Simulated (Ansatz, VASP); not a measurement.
K3C2: VASP beside Ansatz

```
K C
1.0
     8.37336    0.00000    0.00000
     0.00000    8.37336    0.00000
     0.00000    0.00000    4.20662
K C
6 4
Direct
  0.00000 0.00000 0.00000
  0.50000 0.50000 0.00000
  0.18000 0.68000 0.50000
  0.32000 0.18000 0.50000
  0.82000 0.32000 0.50000
  0.68000 0.82000 0.50000
  0.38000 0.88000 0.00000
  0.12000 0.38000 0.00000
  0.62000 0.12000 0.00000
  0.88000 0.62000 0.00000
```

Alike in both runs: task single point; functional PBE; k mesh 2 × 2 × 4; occupations gaussian, width 0.1 eV; no spin polarisation.

```csv
,VASP,Ansatz
version,VASP 6.6.1,Ansatz 0.2.0
potentials or method,"VASP PAW PBE potentials, release 64 (K_sv, C), cutoff 520 eV","scalar-relativistic, plane waves, PAW"
valence electrons in the cell,70,70
```

|  | VASP | Ansatz | Ansatz less VASP |
| --- | --- | --- | --- |
| gap on the k mesh at the Fermi level (eV) | none | none | - |
| pressure (GPa) | -3.0 | -3.0 | -0.01 |
| traceless stress, the component that is largest in VASP (GPa) | 1.74 | 1.75 | +0.001 |
| rms of the force components (eV/Å) | 0.501 | 0.500 | -0.0010 |

Atom by atom the forces differ by 0.001 eV/Å (rms over components). A gap of «none» marks a metal or a gap that the smearing closes.

The k mesh is coarse, so the values compare programs but aren't converged.
